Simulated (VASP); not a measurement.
# CaB15N15 (a cell with a defect) in VASP: a series of runs, part 2 of 2

VASP 6.6.1.

### 4 Single point, PBE, collinear spin

Contents of INCAR:

```
SYSTEM = CaB15N15
ALGO = Normal ; EDIFF = 1E-6
ENCUT = 520 ; GGA = PE
GGA_COMPAT = .False. ; ISIF = 2
ISMEAR = -1 ; ISPIN = 2
ISYM = -1 ; LASPH = .True.
LCHARG = .False. ; LORBIT = 11
LREAL = Auto ; LWAVE = .False.
MAGMOM = 0.06 0 0 0.06 0 0 0.01 0 0 0 0 0.06 0.01 0 0.01 0.06 0 0 0 0 0 0 0 0 0 0 0.01 0 0 0.01 0.01 ; NBANDS = 90
NELECT = 129.0 ; NELM = 200
NUPDOWN = 1.0 ; PREC = Accurate
SIGMA = 0.01
```

Contents of KPOINTS:

```
explicit points
1
Reciprocal
  0.25000000   0.25000000   0.25000000 1
```

Contents of POSCAR:

```
CaB15N15
1.0
   -3.6241103844      3.6241103844     -3.6241103844
    3.6241103844      3.6241103844      3.6241103844
    3.6241103844     -3.6241103844     -3.6241103844
B Ca N
15 1 15
Direct
   -0.0047949088     -0.0057292447     -0.0509165550
    0.0127512774      0.2584329084      0.7603068284
    0.0127318141      0.5087056616      0.5100215711
   -0.0048157261      0.6974825305      0.2458371976
    0.2593733607      0.0117912307      0.7603135255
    0.2593767931      0.5087360185      0.2634035039
    0.2472238688      0.7496348881      0.0012343865
    0.5096279064      0.0117921322      0.5100105178
    0.5096409449      0.2584343438      0.2633945676
    0.5006847927      0.4997486600      0.0066914814
    0.5006840159      0.7550768655      0.7513445840
    0.6985004764     -0.0057162734      0.2458778982
    0.7505727050      0.2462583441      0.0012182961
    0.7560492962      0.4997584217      0.7513569550
    0.7505668707      0.7496404528      0.4978835136
    0.1511923837      0.1502401747      0.4018429946
    0.0008207898      0.2491756905      0.0088604047
    0.0100980846      0.5062526144      0.7578443002
    0.0008049750      0.7572585219      0.5007625905
    0.2501179769     -0.0001256696      0.0088699794
    0.2574695950      0.2565054908      0.7893959221
    0.2574533168      0.5377879830      0.5081084872
    0.2501191565      0.7572786350      0.2514714208
    0.5071584463      0.0091191709      0.7578254908
    0.5387334705      0.2565096603      0.5081231698
    0.5071729042      0.5062470519      0.2607442289
    0.4994403326      0.7502498251      0.0018582412
    0.7582475073     -0.0000969353      0.5008048248
    0.7582185248      0.2491781333      0.2514869315
    0.7511599334      0.4984578675      0.0018136252
    0.7511769793      0.7502330958      0.7500763689
```

Launch:

```
cat potpaw_PBE.64/B/POTCAR potpaw_PBE.64/Ca_sv/POTCAR potpaw_PBE.64/N/POTCAR > POTCAR
mpirun -np 1 vasp_std > vasp.out
```

It took 2.2 min on 1 thread of Intel Xeon Platinum 8259CL at 2.50GHz (Skylake/Cascade Lake), shared host; peak memory 0.41 GiB.

It converged, with:

```yaml
Free_energy: -263.8397 eV
Largest_force: 0.105 eV/Å
Net_moment: 1.00 μB per cell
Site_moments: B +0.12, +0.01 (each value once); Ca +0.09; N -0.00, +0.00, +0.01 (each value once) μB
Valence_electrons_inside_the_program's_atomic_spheres: B 2.11, 2.02, 2.08, 2.04 (each value once); Ca 8.65; N 3.96, 3.98, 4.06 (each value once)
```

Forces in eV/Å, atoms in the order of the input:
```
B    0.004 -0.001 -0.006
B    0.009 -0.022  0.015
B    0.010 -0.015  0.021
B    0.006  0.004 -0.001
B   -0.016 -0.022 -0.007
B   -0.018  0.007  0.022
B    0.003  0.009 -0.008
B   -0.022 -0.015 -0.013
B   -0.022  0.009  0.014
B   -0.001  0.023 -0.001
B    0.001  0.001 -0.022
B    0.001  0.000 -0.002
B    0.010  0.007 -0.001
B    0.021 -0.002  0.002
B    0.005  0.005 -0.009
Ca  -0.061 -0.060  0.060
N    0.013  0.017  0.008
N   -0.006 -0.007  0.005
N    0.012 -0.007 -0.018
N   -0.006  0.017 -0.012
N    0.040 -0.012 -0.036
N    0.039  0.038  0.012
N   -0.008  0.010 -0.017
N   -0.005 -0.003  0.003
N   -0.012  0.042 -0.036
N   -0.006 -0.004  0.004
N   -0.020 -0.004  0.005
N    0.016 -0.010 -0.008
N    0.016  0.013  0.010
N   -0.002 -0.002  0.015
N   -0.002 -0.017  0.002
```

Caveat: the cell carries a net charge on a neutralising background, which shifts energy and pressure; the cell is charged against a uniform background, so pressure and absolute levels hang on convention; the total moment is fixed, so each spin has its own Fermi level.

### 5 Relaxation of the atoms, PBE

Contents of INCAR:

```
ALGO = Normal ; EDIFF = 1E-7
EDIFFG = -0.03 ; ENCUT = 520
GGA = PE ; GGA_COMPAT = False
IBRION = 2 ; ISIF = 2
ISMEAR = 0 ; ISYM = -1
LASPH = True ; LCHARG = False
LREAL = Auto ; LWAVE = False
NELM = 120 ; NELMIN = 4
NSW = 100 ; PREC = Accurate
SIGMA = 0.01
```

KPOINTS is that of step 4.

Contents of POSCAR:

```
CaB15N15
1.0
   -3.6241103800      3.6241103800     -3.6241103800
    3.6241103800      3.6241103800      3.6241103800
    3.6241103800     -3.6241103800     -3.6241103800
B Ca N
15 1 15
Direct
    0.0000000000      0.0000000000      0.0000000000
    0.0000000000      0.2500000000      0.7500000000
    0.0000000000      0.5000000000      0.5000000000
    0.0000000000      0.7500000000      0.2500000000
    0.2500000000      0.0000000000      0.7500000000
    0.2500000000      0.5000000000      0.2500000000
    0.2500000000      0.7500000000      0.0000000000
    0.5000000000      0.0000000000      0.5000000000
    0.5000000000      0.2500000000      0.2500000000
    0.5000000000      0.5000000000      0.0000000000
    0.5000000000      0.7500000000      0.7500000000
    0.7500000000      0.0000000000      0.2500000000
    0.7500000000      0.2500000000      0.0000000000
    0.7500000000      0.5000000000      0.7500000000
    0.7500000000      0.7500000000      0.5000000000
    0.2500000000      0.2500000000      0.5000000000
    0.0000000000      0.2500000000      0.0000000000
    0.0000000000      0.5000000000      0.7500000000
    0.0000000000      0.7500000000      0.5000000000
    0.2500000000      0.0000000000      0.0000000000
    0.2500000000      0.2500000000      0.7500000000
    0.2500000000      0.5000000000      0.5000000000
    0.2500000000      0.7500000000      0.2500000000
    0.5000000000      0.0000000000      0.7500000000
    0.5000000000      0.2500000000      0.5000000000
    0.5000000000      0.5000000000      0.2500000000
    0.5000000000      0.7500000000      0.0000000000
    0.7500000000      0.0000000000      0.5000000000
    0.7500000000      0.2500000000      0.2500000000
    0.7500000000      0.5000000000      0.0000000000
    0.7500000000      0.7500000000      0.7500000000
```

Launch:

```
cat potpaw_PBE.64/B/POTCAR potpaw_PBE.64/Ca_sv/POTCAR potpaw_PBE.64/N/POTCAR > POTCAR
mpirun -np 1 vasp_std > vasp.out
```

It took 13 min on 1 thread of Intel Xeon Platinum 8259CL at 2.50GHz (Skylake/Cascade Lake), shared host; peak memory 0.35 GiB.

It converged, with:

| Item | Value |
| --- | --- |
| Free energy | -254.8886 eV |
| Pressure after relaxing | 21.2 GPa |
| Largest force after relaxing | 0.013 eV/Å |
| Band gap on the k mesh | 3.15 eV |

Forces in eV/Å, atoms in the order of the input:
```
B    0.000  0.010  0.000
B   -0.001  0.003 -0.003
B   -0.001  0.003 -0.003
B    0.000  0.000 -0.010
B    0.003  0.003  0.001
B    0.003 -0.001 -0.003
B   -0.006  0.001 -0.001
B    0.003  0.003  0.001
B    0.003 -0.001 -0.003
B   -0.006 -0.010  0.006
B   -0.006 -0.006  0.010
B    0.010  0.000  0.000
B    0.001  0.001  0.006
B   -0.010 -0.006  0.006
B    0.001 -0.006 -0.001
Ca   0.001  0.001 -0.001
N    0.003  0.004  0.006
N   -0.011 -0.001  0.001
N    0.003 -0.006 -0.004
N   -0.006  0.004 -0.003
N    0.008 -0.003 -0.008
N    0.008  0.008  0.003
N   -0.006  0.003 -0.004
N   -0.001 -0.001  0.011
N   -0.003  0.008 -0.008
N   -0.001 -0.011  0.001
N    0.005  0.000  0.000
N    0.004 -0.006 -0.003
N    0.004  0.003  0.006
N    0.000  0.000 -0.005
N    0.000  0.005  0.000
```

Stress tensor (GPa, compression positive):
```
21.24  3.47 -3.47
 3.47 21.24 -3.47
-3.47 -3.47 21.24
```

Final structure:
```
CELL_PARAMETERS angstrom
-3.62411 3.62411 -3.62411
3.62411 3.62411 3.62411
3.62411 -3.62411 -3.62411
ATOMIC_POSITIONS crystal
B 0.98692 0.98692 0.97013
B 0.00905 0.25485 0.76097
B 0.00905 0.51097 0.50485
B 0.98692 0.72013 0.23692
B 0.25485 0.00905 0.76097
B 0.25485 0.51097 0.25905
B 0.24909 0.75055 0.00055
B 0.51097 0.00905 0.50485
B 0.51097 0.25485 0.25905
B 0.49912 0.49912 0.00545
B 0.49912 0.75545 0.74912
B 0.72013 0.98692 0.23692
B 0.75055 0.24909 0.00055
B 0.75545 0.49912 0.74912
B 0.75055 0.75055 0.49909
Ca 0.17438 0.17438 0.42438
N 0.99807 0.24849 0.00797
N 0.00966 0.50617 0.75617
N 0.99807 0.75797 0.49849
N 0.24849 0.99807 0.00797
N 0.25568 0.25568 0.79571
N 0.25568 0.54571 0.50568
N 0.24849 0.75797 0.24807
N 0.50617 0.00966 0.75617
N 0.54571 0.25568 0.50568
N 0.50617 0.50617 0.25966
N 0.49537 0.74727 0.99727
N 0.75797 0.99807 0.49849
N 0.75797 0.24849 0.24807
N 0.74727 0.49537 0.99727
N 0.74727 0.74727 0.74537
```

Levels at points of the mesh, in eV from the valence-band top:
```csv
k point,band 62,band 63,band 64,band 65,band 66,band 67,band 68,band 69
"(0.25, 0.25, 0.25)",-1.33,-0.81,-0.81,0.00,3.15,3.15,5.30,5.30
```
